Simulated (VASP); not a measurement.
# Lu: single point with PBE

The system is Lu.

```
Lu
1.0
     3.50632    0.00000    0.00000
    -1.75316    3.03656    0.00000
     0.00000    0.00000    5.46624
Lu
2
Direct
  0.33333 0.66667 0.25000
  0.66667 0.33333 0.75000
```

```
Program             : VASP 6.6.1
Task                : single point
Functional          : PBE
Potentials or basis : VASP PAW PBE potentials, release 64 (Lu)
Cutoff              : 520 eV
k mesh              : 14 × 14 × 8
Occupations         : fermi-dirac, width 0.05 eV
Spin                : no spin polarisation
```

| Item | Value |
| --- | --- |
| Pressure | 0.4 GPa |
| Band gap on the k mesh | zero (band 25 reaches 3.45 eV, above the bottom of band 26 at 1.58 eV) |

Levels at points of the mesh, in eV from the Fermi level:
```
           k point  band 22  band 23  band 24  band 25  band 26  band 27  band 28  band 29
(0.00, 0.00, 0.00)    -4.86    -4.85    -2.38     0.68     2.19     2.19     2.64     2.93
(0.50, 0.00, 0.00)    -4.86    -2.35    -1.39    -0.83    -0.36     1.61     1.85     2.41
(0.00, 0.00, 0.50)    -4.86    -4.35    -4.35     1.23     1.23     2.09     2.09     2.09
(0.50, 0.00, 0.50)    -4.88    -2.10    -2.10     0.10     0.10     1.38     1.38     3.35
```

It took 3.3 min on 1 thread of Intel Xeon 6975P-C, with other jobs on the host, peak memory 0.32 GiB.

Caveat: spin-orbit coupling is left out, which moves the levels of the heavy elements.
